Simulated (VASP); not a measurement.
A run of VASP 6.6.1 is set up as follows.

File INCAR:

```
SYSTEM = CoO
ALGO = Normal
EDIFF = 1E-6
EDIFFG = -0.05
ENCUT = 600
GGA = PE
IBRION = 2
ISIF = 3
ISMEAR = 0
ISPIN = 2
LASPH = .True.
LCHARG = .False.
LDAU = .True.
LDAUJ = 0 0
LDAUL = 2 -1
LDAUPRINT = 1
LDAUTYPE = 2
LDAUU = 3.32 0
LMAXMIX = 4
LORBIT = 11
LREAL = .False.
LWAVE = .False.
MAGMOM = -2.6 2.6 0.11 -0.11
NELM = 150
NSW = 100
PREC = Accurate
SIGMA = 0.1
```

KPOINTS

```
k-points
0
Gamma
  6 6 4
  0 0 0
```

POSCAR

```
CoO
1.0
    3.1976457435      0.0000000000      0.0000000000
   -1.5988228718      2.7692424462      0.0000000000
    0.0000000000      0.0000000000      5.2287097100
Co O
2 2
Direct
    0.0000000000      0.0000000000      0.0034741400
    0.3333333300      0.6666666700      0.5033624100
    0.0000000000      0.0000000000      0.3716088500
    0.3333333300      0.6666666700      0.8715556000
```

Potentials or basis: VASP PAW PBE potentials, release 64 (Co, O).

Run with:

```sh
$ cat potpaw_PBE.64/Co/POTCAR potpaw_PBE.64/O/POTCAR > POTCAR
$ mpirun -np 1 vasp_std > vasp.out
```

Q: What does it give for the net moment?

A: 0.00 μB per cell.

Q: Estimate the site moments.

A: Co -2.65, +2.65; O +0.09, -0.09 μB.

Q: Predict the relaxed cell.

A: a = 3.274 Å, b = 3.274 Å, c = 5.267 Å, α = 90.00°, β = 90.00°, γ = 120.00°.

Q: What does it give for the band gap on the k mesh?

A: 1.21 eV (least direct gap 1.30 eV).

Final structure:
```yaml
crystal:
  lattice:
    - [3.27396, 0.00000, 0.00000]
    - [-1.63698, 2.83533, 0.00000]
    - [0.00000, 0.00000, 5.26665]
  atoms:
    - { symbol: Co, position: [0.00000, 0.00000, 0.00068] }
    - { symbol: Co, position: [0.33333, 0.66667, 0.50075] }
    - { symbol: O, position: [0.00000, 0.00000, 0.37426] }
    - { symbol: O, position: [0.33333, 0.66667, 0.87431] }
```

 The state reached can hang on the start; a lower one may exist.
